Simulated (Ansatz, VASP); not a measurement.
## Two plane-wave programs on CaC

```
Ca C
1.0
     0.00000    2.62099    2.62099
     2.62099    0.00000    2.62099
     2.62099    2.62099    0.00000
Ca C
1 1
Direct
  0.50000 0.50000 0.50000
  0.00000 0.00000 0.00000
```

Change from the starting cell: species swapped into the YbSe type (Fm-3m, No. 225).

Alike in both runs: task single point; functional PBE; k mesh 6 × 6 × 6; occupations gaussian, width 0.1 eV; no spin polarisation.

|  | VASP | Ansatz |
| --- | --- | --- |
| version | VASP 6.6.1 | Ansatz 0.2.0 |
| potentials or method | VASP PAW PBE potentials, release 64 (Ca_sv, C), cutoff 520 eV | scalar-relativistic, plane waves, PAW |
| valence electrons in the cell | 14 | 14 |

|  | VASP | Ansatz | Ansatz less VASP |
| --- | --- | --- | --- |
| gap on the k mesh at the Fermi level (eV) | none | none | - |
| pressure (GPa) | 0.2 | -0.1 | -0.24 |

A gap of «none» marks a metal or a gap that the smearing closes. With one functional, cell and mesh, what is left measures potentials, basis and numerics.
